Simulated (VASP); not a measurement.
# Si3C (alt) in VASP: further runs

Runs on Si3C (alt). Level: PBE. Tasks: single point, relaxation of cell and atoms.

Program: VASP 6.6.1. These are calculated values, not measurements. Logs are shortened: lines on timing, memory, paths and dates and some standing lists are left out, and cuts for length are marked.

## Step 1: The cell of the first run

The typed cell holds 4 atoms: a = 3.374 Å, b = 3.374 Å, c = 6.264 Å, α = 74.39°, β = 74.39°, γ = 60.01°.

## Step 2: Single point, PBE

File INCAR:

```
  PREC = Accurate
  ENCUT = 520
  EDIFF = 1E-6
  ISMEAR = 0
  SIGMA = 0.1
  LREAL = False
  LASPH = True
  NELM = 100
  ALGO = Normal
  ISIF = 2
  LWAVE = False
  LCHARG = False
  GGA = PE
  ISYM = 0
  NBANDS = 16
```

File KPOINTS:

```
regular mesh
0
Gamma
  15 15 14
```

File POSCAR:

```
Si3C
1.0
    0.0000799818     -2.3860095332     -2.3855410585
   -2.3860095332      0.0000799818     -2.3855410585
    2.6422632855      2.6422632855     -5.0273757715
C Si
1 3
Direct
    0.8742235416      0.8742235416      0.3773334167
    0.3703214458      0.3703214458      0.8890304980
    0.7668864221      0.7668864221      0.6993515022
    0.2385685904      0.2385685904      0.2842845832
```

Potentials or basis: VASP PAW PBE potentials, release 64 (C, Si).

Launch:

```bash
cat potpaw_PBE.64/C/POTCAR potpaw_PBE.64/Si/POTCAR > POTCAR
mpirun -np 1 vasp_std > vasp.out
```

OUTCAR:

```text
PREC = Accurate
   ENCUT = 520
   EDIFF = 1E-6
   ISMEAR = 0
   LREAL = False
   LASPH = True
   NELM = 100
   ISIF = 2
   GGA = PE
   ISYM = 0

 ion  position               nearest neighbor table
   1  0.874  0.874  0.377-   3 1.92   4 2.03   4 2.03   4 2.03
   2  0.370  0.370  0.889-   3 2.25   3 2.25   3 2.25   4 2.35
   3  0.767  0.767  0.699-   1 1.92   2 2.25   2 2.25   2 2.25   4 3.15   4 3.15   4 3.15
   4  0.239  0.239  0.284-   1 2.03   1 2.03   1 2.03   2 2.35   3 3.15   3 3.15   3 3.15

IMPORTANT INFORMATION: All symmetrisations will be switched off!
NOSYMM: (Re-)initialisation of all symmetry stuff for point group C_1.

----------------------------------------------------------------------------------------

                                     Primitive cell

  volume of cell :      58.7012

  direct lattice vectors                    reciprocal lattice vectors
     0.000079982 -2.386009533 -2.385541058     0.107371342 -0.311724419 -0.107402879
    -2.386009533  0.000079982 -2.385541058    -0.311724419  0.107371342 -0.107402879
     2.642263285  2.642263285 -5.027375772     0.096967618  0.096967618 -0.096983410

  length of vectors
     3.373995797  3.373995797  6.263993749     0.346750770  0.346750770  0.167961959

  position of ions in fractional coordinates (direct lattice)
     0.874223542  0.874223542  0.377333417
     0.370321446  0.370321446  0.889030498
     0.766886422  0.766886422  0.699351502
     0.238568590  0.238568590  0.284284583

  ion indices of the primitive-cell ions
   primitive index   ion index
                 1           1
                 2           2
                 3           3
                 4           4

----------------------------------------------------------------------------------------

 KPOINTS: regular mesh

Automatic generation of k-mesh.
 Grid dimensions read from file:
 generate k-points for:   15   15   14

 Generating k-lattice:

  Cartesian coordinates                     Fractional coordinates (reciprocal lattice)
     0.007158089 -0.020781628 -0.007160192     0.066666667  0.000000000  0.000000000
    -0.020781628  0.007158089 -0.007160192     0.000000000  0.066666667  0.000000000
     0.006926258  0.006926258 -0.006927386     0.000000000  0.000000000  0.071428571

  Length of vectors
     0.023116718  0.023116718  0.011997283

  Shift w.r.t. Gamma in fractional coordinates (k-lattice)
     0.000000000  0.000000000  0.000000000

 Subroutine IBZKPT returns following result:
 ===========================================

 Found   1576 irreducible k-points:

 Following reciprocal coordinates:
            Coordinates               Weight
  0.000000  0.000000  0.000000      1.000000
  0.066667  0.000000  0.000000      2.000000
 -0.000000 -0.066667 -0.000000      2.000000
  0.133333  0.000000  0.000000      2.000000
  0.000000 -0.133333 -0.000000      2.000000
  0.200000  0.000000  0.000000      2.000000
[... 16 lines left out ...]
  0.333333  0.066667  0.000000      2.000000
 -0.066667 -0.333333  0.000000      2.000000
 [... further k-points ...]
   k-points           NKPTS =   1576   k-points in BZ     NKDIM =   1576   number of bands    NBANDS=     16
   number of dos      NEDOS =    301   number of ions     NIONS =      4
   total plane-waves  NPLWV =  37632
   dimension x,y,z NGX =    28 NGY =   28 NGZ =   48
   dimension x,y,z NGXF=    56 NGYF=   56 NGZF=   96
   ions per type =               1   3
   NGX,Y,Z   is equivalent  to a cutoff of  13.80, 13.80, 12.74 a.u.
   NGXF,Y,Z  is equivalent  to a cutoff of  27.59, 27.59, 25.48 a.u.
 SYSTEM =  unknown system
   PREC   = accura    normal or accurate (medium, high low for compatibility)
   ISTART =      0    job   : 0-new  1-cont  2-samecut
   ICHARG =      2    charge: 1-file 2-atom 10-const
   ISPIN  =      1    spin polarized calculation?
   LNONCOLLINEAR =      F non collinear calculations
   LSORBIT =      F    spin-orbit coupling
   LASPH  =      T    aspherical Exc in radial PAW
   ENCUT  =  520.0 eV  38.22 Ry    6.18 a.u.   6.27  6.27 11.65*2*pi/ulx,y,z
   NELM   =    100;   NELMIN=  2; NELMDL= -5     # of ELM steps
   EDIFF  = 0.1E-05   stopping-criterion for ELM
   LREAL  =      F    real-space projection
   EDIFFG = 0.1E-04   stopping-criterion for IOM
   NSW    =      0    number of steps for IOM
   IBRION =     -1    ionic relax: 0-MD 1-quasi-New 2-CG
   NFREE  =      0    steps in history (QN), initial steepest desc. (CG)
   ISIF   =      2    stress and relaxation
   ISYM   =      0    0-nonsym 1-usesym 2-fastsym
   POTIM  = 0.5000    time-step for ionic-motion
   TEBEG  =    0.0;   TEEND  =   0.0 temperature during run
   PSTRESS=    0.0 pullay stress
   NELECT =      16.0000    total number of electrons
   NUPDOWN=      -1.0000    fix difference up-down
   EMIN   =  10.00;   EMAX   =-10.00  energy-range for DOS
   EFERMI =   0.00;   METHOD = LEGACY
   ISMEAR =     0;   SIGMA  =   0.10  broadening in eV -4-tet -1-fermi 0-gaus
   EFERMI_NEDOS =   21; number of points for ismear=-14 and -15
   IALGO  =     38    algorithm
   IMIX   =      4    mixing-type and parameters
     AMIX     =   0.40;   BMIX     =  1.00
     AMIX_MAG =   1.60;   BMIX_MAG =  1.00
  volume/ion in A,a.u.               =      14.68        99.03
  Fermi-wavevector in a.u.,A,eV,Ry     =   1.061449  2.005848 15.329334  1.126674
  Thomas-Fermi vector in A             =   2.196866
   LORBIT       =      0    0 simple, 1 ext, 2 COOP (PROOUT), +10 PAW based schemes
   GGA     = PE    functional components
   LHFCALC =     F    Hartree Fock is set to
   AEXX    =    0.0000 exact exchange contribution
   IVDW    =     0    specifies the selected vdW correction
   LEPSILON=     F    determine dielectric tensor
   LRPA    =     F    only Hartree local field effects (RPA)
 non-spin polarized calculation
 Gauss-broadening in eV      SIGMA  =   0.10
  energy-cutoff  :      520.00
  volume of cell :       58.70
 maximum number of plane-waves:      1600
 NGX is ok and might be reduce to    28
   NGX = 13   NGY = 13   NGZ = 23

 number of electron      16.0000000 magnetization

 Free energy of the ion-electron system (eV)
  ---------------------------------------------------
  ext. energy  EPLUGINS =         0.00000000
  ---------------------------------------------------
  free energy    TOTEN  =       -24.25868708 eV

  energy without entropy =      -24.25528580  energy(sigma->0) =      -24.25698644

 E-fermi :   8.1432     XC(G=0): -10.3551

 val. band max:        8.1417239310   @ k =   0.0000  -0.0667  -0.3571
 cond. band min:       8.1434143980   @ k =   0.0667   0.0000   0.4286
 fundamental gap:      0.0016904671
 Fermi energy:         8.1431682299

 k-point     1 :       0.0000    0.0000    0.0000
  band No.  band energies     occupation
      1      -7.1483      2.00000
      2      -3.6709      2.00000
      3      -1.1011      2.00000
      4       4.9636      2.00000
      5       4.9648      2.00000
      6       6.2509      2.00000
[... 8 lines left out ...]
     15      14.0049      0.00000
     16      15.5848      0.00000

 k-point     2 :       0.0667    0.0000    0.0000
  band No.  band energies     occupation
      1      -7.0865      2.00000
      2      -3.6109      2.00000
      3      -1.0386      2.00000
      4       4.5601      2.00000
      5       4.8832      2.00000
      6       6.1997      2.00000
[... 8 lines left out ...]
     15      14.3984      0.00000
     16      15.7840      0.00000

 k-point     3 :      -0.0000   -0.0667   -0.0000
  band No.  band energies     occupation
      1      -7.0865      2.00000
      2      -3.6109      2.00000
      3      -1.0386      2.00000
      4       4.5601      2.00000
      5       4.8832      2.00000
      6       6.1997      2.00000
[... 8 lines left out ...]
     15      14.3984      0.00000
     16      15.7840      0.00000

 k-point     4 :       0.1333    0.0000    0.0000
  band No.  band energies     occupation
      1      -6.9030      2.00000
      2      -3.4321      2.00000
      3      -0.8582      2.00000
      4       3.6667      2.00000
      5       4.6696      2.00000
      6       6.0335      2.00000
[... 8 lines left out ...]
     15      14.9075      0.00000
     16      15.8317      0.00000

 k-point     5 :       0.0000   -0.1333   -0.0000
  band No.  band energies     occupation
      1      -6.9030      2.00000
      2      -3.4321      2.00000
      3      -0.8582      2.00000
      4       3.6667      2.00000
      5       4.6696      2.00000
      6       6.0335      2.00000
[... 8 lines left out ...]
     15      14.9075      0.00000
     16      15.8317      0.00000

 k-point     6 :       0.2000    0.0000    0.0000
  band No.  band energies     occupation
      1      -6.6037      2.00000
      2      -3.1398      2.00000
      3      -0.5887      2.00000
      4       2.6577      2.00000
      5       4.3901      2.00000
      6       5.6031      2.00000
[... 8 lines left out ...]
     15      14.2562      0.00000
     16      15.5790      0.00000
[... 267 lines left out ...]
 k-point    21 :       0.2667    0.0667   -0.0000
  band No.  band energies     occupation
      1      -6.3610      2.00000
      2      -2.9807      2.00000
      3      -0.3102      2.00000
      4       2.1627      2.00000
      5       4.0352      2.00000
      6       5.1464      2.00000
[... 8 lines left out ...]
     15      14.6504      0.00000
     16      15.4308      0.00000

 k-point    22 :      -0.0667   -0.2667    0.0000
  band No.  band energies     occupation
      1      -6.3610      2.00000
      2      -2.9807      2.00000
      3      -0.3102      2.00000
      4       2.1627      2.00000
      5       4.0352      2.00000
      6       5.1464      2.00000
[... 8 lines left out ...]
     15      14.6504      0.00000
     16      15.4308      0.00000

 k-point    23 :       0.3333    0.0667    0.0000
  band No.  band energies     occupation
      1      -5.9164      2.00000
      2      -2.5665      2.00000
      3      -0.1865      2.00000
      4       1.5783      2.00000
      5       3.6650      2.00000
      6       3.9475      2.00000
[... 8 lines left out ...]
     15      14.6897      0.00000
     16      15.4819      0.00000

 k-point    24 :      -0.0667   -0.3333    0.0000
  band No.  band energies     occupation
      1      -5.9164      2.00000
      2      -2.5665      2.00000
      3      -0.1865      2.00000
      4       1.5783      2.00000
      5       3.6650      2.00000
      6       3.9475      2.00000
[... 8 lines left out ...]
     15      14.6897      0.00000
     16      15.4819      0.00000

 [... further k-points ...]
[... 5 lines left out ...]
  --------------------------------------------------------------------------------------
  -------------------------------------------------------------------------------------
  Total       -0.0252089     -0.0252089     -0.0248982     -0.0086517      0.0099554      0.0099554
  in kB       -0.6880460     -0.6880461     -0.6795669     -0.2361364      0.2717212      0.2717211
  external PRESSURE =      -0.6852196 kB  Pullay stress =       0.0000000 kB

 VOLUME and BASIS-vectors are now :
 -----------------------------------------------------------------------------
  energy-cutoff  :      520.00
  volume of cell :       58.70
      direct lattice vectors                 reciprocal lattice vectors
     0.000079982 -2.386009533 -2.385541058     0.107371342 -0.311724419 -0.107402879
    -2.386009533  0.000079982 -2.385541058    -0.311724419  0.107371342 -0.107402879
     2.642263285  2.642263285 -5.027375772     0.096967618  0.096967618 -0.096983410

 POSITION                                       TOTAL-FORCE (eV/Angst)
 -----------------------------------------------------------------------------------
     -1.08882     -1.08882     -6.06799         0.004100      0.004100     -0.004083
      1.46549      1.46549     -6.23632        -0.006373     -0.006373      0.006603
      0.01813      0.01813     -7.17478         0.009119      0.009119     -0.009310
      0.18195      0.18195     -2.56744        -0.006846     -0.006846      0.006790
 -----------------------------------------------------------------------------------
    total drift:                               -0.000175     -0.000175      0.000189

  FREE ENERGIE OF THE ION-ELECTRON SYSTEM (eV)
  ---------------------------------------------------
  free  energy   TOTEN  =       -24.2586870819 eV

  energy  without entropy=      -24.2552858010  energy(sigma->0) =      -24.25698644
```

Run time: 21 min. Hardware: 1 thread of Intel Xeon Platinum 8259CL at 2.50GHz (Skylake/Cascade Lake), shared host; peak memory 1.2 GiB.

Results:

```
Free energy            : -24.2587 eV
Pressure               : -0.1 GPa
Largest force          : 0.016 eV/Å
Band gap on the k mesh : zero (band 8 reaches 9.03 eV, above the bottom of band 9 at 7.38 eV)
```

Forces in eV/Å, atoms in the order of the input:
```
C    0.004  0.004 -0.004
Si  -0.006 -0.006  0.007
Si   0.009  0.009 -0.009
Si  -0.007 -0.007  0.007
```

[end of part 1 of 2]
